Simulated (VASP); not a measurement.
# ScH3 (Fm-3m) in VASP: further runs

ScH3 is run at these levels: PBEsol; tasks: single point.

All numbers are computed with VASP 6.6.1; they aren't measurements. Logs are shortened: lines on timing, memory, paths and dates and some standing lists are left out, and cuts for length are marked.

## 1. The cell of the first run

The structure is cubic, space group Fm-3m (No. 225). Conventional cell: a = 4.768 Å, b = 4.768 Å, c = 4.768 Å, α = 90.00°, β = 90.00°, γ = 90.00°. Sc (site symmetry m-3m) has 14 H at 2.06 to 2.38 Å within 2.7 Å. Within 2.7 Å of H (site symmetry m-3m) lie 8 H at 2.06 Å and 6 Sc at 2.38 Å. H (site symmetry -43m) has 4 Sc at 2.06 Å and 10 H at 2.06 to 2.38 Å within 2.7 Å.

## 2. Single point, PBEsol (volume scaled by 1.040)

The input, INCAR:

```
SYSTEM = ScH3
PREC = Accurate
ENCUT = 520
EDIFF = 1E-6
ISMEAR = 0
SIGMA = 0.05
LREAL = .False.
LASPH = .True.
NELM = 100
ALGO = Normal
ISIF = 2
LWAVE = .False.
LCHARG = .False.
GGA = PS
NBANDS = 15
```

The input, KPOINTS:

```
Automatic mesh
0
Gamma
  10 10 10
  0 0 0
```

The input, POSCAR:

```
ScH3
1.0
    0.0000000000      2.3838874365      2.3838874365
    2.3838874365      0.0000000000      2.3838874365
    2.3838874365      2.3838874365      0.0000000000
Sc H
1 3
Direct
    0.0000000000      0.0000000000      0.0000000000
    0.5000000000      0.5000000000      0.5000000000
    0.2500000000      0.2500000000      0.2500000000
    0.7500000000      0.7500000000      0.7500000000
```

Potentials or basis: VASP PAW PBE potentials, release 64 (Sc_sv, H).

On the command line:

```bash
cat potpaw_PBE.64/Sc_sv/POTCAR potpaw_PBE.64/H/POTCAR > POTCAR
mpirun -np 1 vasp_std > vasp.out
```

OUTCAR:

```text
SYSTEM = ScH3
   PREC = Accurate
   ENCUT = 520
   EDIFF = 1E-6
   ISMEAR = 0
   LREAL = .False.
   LASPH = .True.
   NELM = 100
   ISIF = 2
   GGA = PS

 ion  position               nearest neighbor table
   1  0.000  0.000  0.000-   4 2.06   4 2.06   4 2.06   3 2.06   3 2.06   3 2.06   4 2.06   3 2.06

   2  0.500  0.500  0.500-
   3  0.250  0.250  0.250-   1 2.06   1 2.06   1 2.06   1 2.06
   4  0.750  0.750  0.750-   1 2.06   1 2.06   1 2.06   1 2.06

  LATTYP: Found a face centered cubic cell.
 ALAT       =     4.7677748730

  Lattice vectors:

 A1 = (   0.0000000000,   2.3838874365,   2.3838874365)
 A2 = (   2.3838874365,   0.0000000000,   2.3838874365)
 A3 = (   2.3838874365,   2.3838874365,   0.0000000000)

Analysis of symmetry for initial positions (statically):
=====================================================================
 Subroutine PRICEL returns:
 Original cell was already a primitive cell.

 Routine SETGRP: Setting up the symmetry group for a
 face centered cubic supercell.

 Subroutine GETGRP returns: Found 48 space group operations
[... 9 lines left out ...]

 Routine SETGRP: Setting up the symmetry group for a
 face centered cubic supercell.

 Subroutine GETGRP returns: Found 48 space group operations
 (whereof 48 operations were pure point group operations)
 out of a pool of 48 trial point group operations.

The dynamic configuration has the point symmetry O_h .

 Subroutine INISYM returns: Found 48 space group operations
 (whereof 48 operations are pure point group operations),
 and found     1 'primitive' translations

----------------------------------------------------------------------------------------

                                     Primitive cell

  volume of cell :      27.0949

  direct lattice vectors                    reciprocal lattice vectors
     0.000000000  2.383887436  2.383887436    -0.209741447  0.209741447  0.209741447
     2.383887436  0.000000000  2.383887436     0.209741447 -0.209741447  0.209741447
     2.383887436  2.383887436  0.000000000     0.209741447  0.209741447 -0.209741447

  length of vectors
     3.371325944  3.371325944  3.371325944     0.363282842  0.363282842  0.363282842

  position of ions in fractional coordinates (direct lattice)
     0.000000000  0.000000000  0.000000000
     0.500000000  0.500000000  0.500000000
     0.250000000  0.250000000  0.250000000
     0.750000000  0.750000000  0.750000000

  ion indices of the primitive-cell ions
   primitive index   ion index
                 1           1
                 2           2
                 3           3
                 4           4

[... 81 lines left out ...]
   PSTRESS=    0.0 pullay stress
   NELECT =      14.0000    total number of electrons
   NUPDOWN=      -1.0000    fix difference up-down
   EMIN   =  10.00;   EMAX   =-10.00  energy-range for DOS
   EFERMI =   0.00;   METHOD = LEGACY
   ISMEAR =     0;   SIGMA  =   0.05  broadening in eV -4-tet -1-fermi 0-gaus
   EFERMI_NEDOS =   21; number of points for ismear=-14 and -15
   IALGO  =     38    algorithm
   IMIX   =      4    mixing-type and parameters
     AMIX     =   0.40;   BMIX     =  1.00
     AMIX_MAG =   1.60;   BMIX_MAG =  1.00
  volume/ion in A,a.u.               =       6.77        45.71
  Fermi-wavevector in a.u.,A,eV,Ry     =   1.313677  2.482489 23.480199  1.725746
  Thomas-Fermi vector in A             =   2.443983
   LORBIT       =      0    0 simple, 1 ext, 2 COOP (PROOUT), +10 PAW based schemes
   GGA     = PS    functional components
   LHFCALC =     F    Hartree Fock is set to
   AEXX    =    0.0000 exact exchange contribution
   IVDW    =     0    specifies the selected vdW correction
   LEPSILON=     F    determine dielectric tensor
   LRPA    =     F    only Hartree local field effects (RPA)
 non-spin polarized calculation
 Gauss-broadening in eV      SIGMA  =   0.05
  energy-cutoff  :      520.00
  volume of cell :       27.09
 maximum number of plane-waves:       745
 NGX is ok and might be reduce to    28
   NGX = 13   NGY = 13   NGZ = 13

 number of electron      14.0000002 magnetization

 Free energy of the ion-electron system (eV)
  ---------------------------------------------------
  ext. energy  EPLUGINS =         0.00000000
  ---------------------------------------------------
  free energy    TOTEN  =       -18.53857772 eV

  energy without entropy =      -18.53756472  energy(sigma->0) =      -18.53807122

 E-fermi :   5.3598     XC(G=0): -11.1914

 val. band max:        5.3430489055   @ k =   0.0000   0.0000   0.0000
 cond. band min:       5.3915980575   @ k =   0.5000   0.1000   0.0000
 fundamental gap:      0.0485491520
 Fermi energy:         5.3597624552

 k-point     1 :       0.0000    0.0000    0.0000
  band No.  band energies     occupation
      1     -44.7429      2.00000
      2     -23.3148      2.00000
      3     -23.3148      2.00000
      4     -23.3148      2.00000
      5      -5.8902      2.00000
      6       4.7524      2.00000
      7       5.3430      1.36360
      8       5.3430      1.36359
      9       5.3430      1.36359
     10       7.0758      0.00000
     11       7.0758      0.00000
     12       8.0075      0.00000
     13      16.7994      0.00000
     14      16.7994      0.00000
[... 401 lines left out ...]
      2     -23.6068      2.00000
      3     -23.4203      2.00000
      4     -23.4076      2.00000
      5      -2.7325      2.00000
      6       0.0977      2.00000
      7       1.7126      2.00000
      8       6.7466      0.00000
      9       7.1087      0.00000
     10       7.8857      0.00000
     11       9.4176      0.00000
     12      11.0740      0.00000
     13      12.3483      0.00000
     14      12.5967      0.00000
     15      15.2905      0.00000

 [... further k-points ...]
[... 5 lines left out ...]
  --------------------------------------------------------------------------------------
  -------------------------------------------------------------------------------------
  Total       -0.7017797     -0.7017797     -0.7017797     -0.0000000      0.0000000      0.0000000
  in kB      -41.4977112    -41.4977112    -41.4977112     -0.0000000      0.0000000      0.0000000
  external PRESSURE =     -41.4977112 kB  Pullay stress =       0.0000000 kB

 VOLUME and BASIS-vectors are now :
 -----------------------------------------------------------------------------
  energy-cutoff  :      520.00
  volume of cell :       27.09
      direct lattice vectors                 reciprocal lattice vectors
     0.000000000  2.383887436  2.383887436    -0.209741447  0.209741447  0.209741447
     2.383887436  0.000000000  2.383887436     0.209741447 -0.209741447  0.209741447
     2.383887436  2.383887436  0.000000000     0.209741447  0.209741447 -0.209741447

 POSITION                                       TOTAL-FORCE (eV/Angst)
 -----------------------------------------------------------------------------------
      0.00000      0.00000      0.00000        -0.000000      0.000000     -0.000000
      2.38389      2.38389      2.38389        -0.000000      0.000000     -0.000000
      1.19194      1.19194      1.19194         0.000000      0.000000      0.000000
      3.57583      3.57583      3.57583        -0.000000     -0.000000     -0.000000
 -----------------------------------------------------------------------------------
    total drift:                               -0.000000     -0.000000      0.000000

  FREE ENERGIE OF THE ION-ELECTRON SYSTEM (eV)
  ---------------------------------------------------
  free  energy   TOTEN  =       -18.5385777164 eV

  energy  without entropy=      -18.5375647172  energy(sigma->0) =      -18.53807122
```

OSZICAR:

```text
N       E                     dE             d eps       ncg     rms          rms(c)
DAV:   1     0.823798772626E+02    0.82380E+02   -0.62595E+03  1434   0.972E+02
DAV:   2    -0.183377375607E+02   -0.10072E+03   -0.96832E+02  1424   0.286E+02
DAV:   3    -0.210591134086E+02   -0.27214E+01   -0.26574E+01  1908   0.546E+01
DAV:   4    -0.210946509116E+02   -0.35538E-01   -0.35528E-01  1567   0.534E+00
DAV:   5    -0.210952992891E+02   -0.64838E-03   -0.64838E-03  2048   0.787E-01    0.120E+01
DAV:   6    -0.187056548713E+02    0.23896E+01   -0.22630E+00  2091   0.244E+01    0.385E+00
DAV:   7    -0.185535416916E+02    0.15211E+00   -0.30184E-01  2164   0.656E+00    0.135E+00
DAV:   8    -0.185498925380E+02    0.36492E-02   -0.78440E-02  2044   0.484E+00    0.102E+00
DAV:   9    -0.185424893780E+02    0.74032E-02   -0.33342E-02  2057   0.362E+00    0.446E-01
DAV:  10    -0.185386651362E+02    0.38242E-02   -0.66823E-03  2043   0.160E+00    0.932E-02
DAV:  11    -0.185385900209E+02    0.75115E-04   -0.23170E-04  2115   0.192E-01    0.206E-02
DAV:  12    -0.185385778369E+02    0.12184E-04   -0.19028E-05  2129   0.655E-02    0.490E-03
DAV:  13    -0.185385777164E+02    0.12052E-06   -0.12541E-06  1445   0.161E-02
   1 F= -.18538578E+02 E0= -.18538071E+02  d E =-.101300E-02
```

Wall time 37 s (1 thread of Intel Xeon Platinum 8259CL at 2.50GHz (Skylake/Cascade Lake), shared host); peak memory 0.16 GiB.

Results:

| Property | Result |
| --- | --- |
| Free energy | -18.5386 eV |
| Pressure | -4.1 GPa |
| Band gap on the k mesh | zero (band 7 reaches 5.57 eV, above the bottom of band 8 at 5.23 eV) |

Levels at points of the mesh, in eV from the Fermi level:
| k point | band 3 | band 4 | band 5 | band 6 | band 7 | band 8 | band 9 | band 10 | band 11 | band 12 |
| --- | --- | --- | --- | --- | --- | --- | --- | --- | --- | --- |
| (0.00, 0.00, 0.00) | -28.67 | -28.67 | -11.25 | -0.61 | -0.02 | -0.02 | -0.02 | 1.72 | 1.72 | 2.65 |
| (0.50, 0.00, 0.00) | -28.72 | -28.72 | -7.18 | -6.98 | -0.18 | -0.13 | -0.13 | 2.54 | 2.54 | 4.42 |
| (0.50, 0.50, 0.00) | -28.80 | -28.80 | -6.36 | -5.74 | -5.53 | 2.62 | 2.73 | 2.73 | 4.77 | 5.22 |

Caveat: the cell differs from its parent crystal (volume scaled by 1.040); the PAW data sets were made with another functional, which shifts forces and pressure a little.

## 3. Single point, PBEsol

This run uses another cell than the first one, of 7.54 Å³/atom, 1.113 times its volume.

The input, INCAR:

```
ALGO = Normal ; EDIFF = 1E-7
ENCUT = 520 ; GGA = PS
ISIF = 2 ; ISMEAR = 0
LASPH = T ; LCHARG = T
LELF = T ; LREAL = F
LVHAR = T ; LWAVE = F
NBANDS = 15 ; NELM = 100
PREC = Accurate ; SIGMA = 0.05
```

The input, KPOINTS:

```
k-points
0
Gamma
  10 10 10
```

The input, POSCAR:

```
ScH3
1.0
    0.0000000000      2.4707088176      2.4707088176
    2.4707088176      0.0000000000      2.4707088176
    2.4707088176      2.4707088176      0.0000000000
Sc H
1 3
Direct
    0.0000000000      0.0000000000      0.0000000000
    0.5000000000      0.5000000000      0.5000000000
    0.2500000000      0.2500000000      0.2500000000
    0.7500000000      0.7500000000      0.7500000000
```

Potentials or basis: VASP PAW PBE potentials, release 64 (Sc_sv, H).

On the command line:

```bash
cat potpaw_PBE.64/Sc_sv/POTCAR potpaw_PBE.64/H/POTCAR > POTCAR
mpirun -np 1 vasp_std > vasp.out
```

Run time: 40 s. Hardware: 1 thread of Intel Xeon Platinum 8259CL at 2.50GHz (Skylake/Cascade Lake), shared host; peak memory 0.16 GiB.

It converged, with:

```yaml
Free_energy: -18.3687 eV
Pressure: -13.2 GPa
Band_gap_on_the_k_mesh: zero (band 7 reaches 4.78 eV, above the bottom of band 8 at 4.50 eV)
```

Levels at points of the mesh, in eV from the Fermi level:
| k point | band 3 | band 4 | band 5 | band 6 | band 7 | band 8 | band 9 | band 10 | band 11 | band 12 |
| --- | --- | --- | --- | --- | --- | --- | --- | --- | --- | --- |
| (0.00, 0.00, 0.00) | -28.98 | -28.98 | -10.60 | -0.67 | -0.02 | -0.02 | -0.02 | 1.47 | 1.47 | 2.28 |
| (0.50, 0.00, 0.00) | -29.01 | -29.01 | -6.73 | -6.69 | -0.25 | -0.11 | -0.11 | 2.17 | 2.17 | 3.75 |
| (0.50, 0.50, 0.00) | -29.06 | -29.06 | -5.84 | -5.40 | -5.30 | 2.24 | 2.32 | 2.32 | 4.11 | 4.78 |

Caveat: the PAW data sets were made with another functional, which shifts forces and pressure a little.
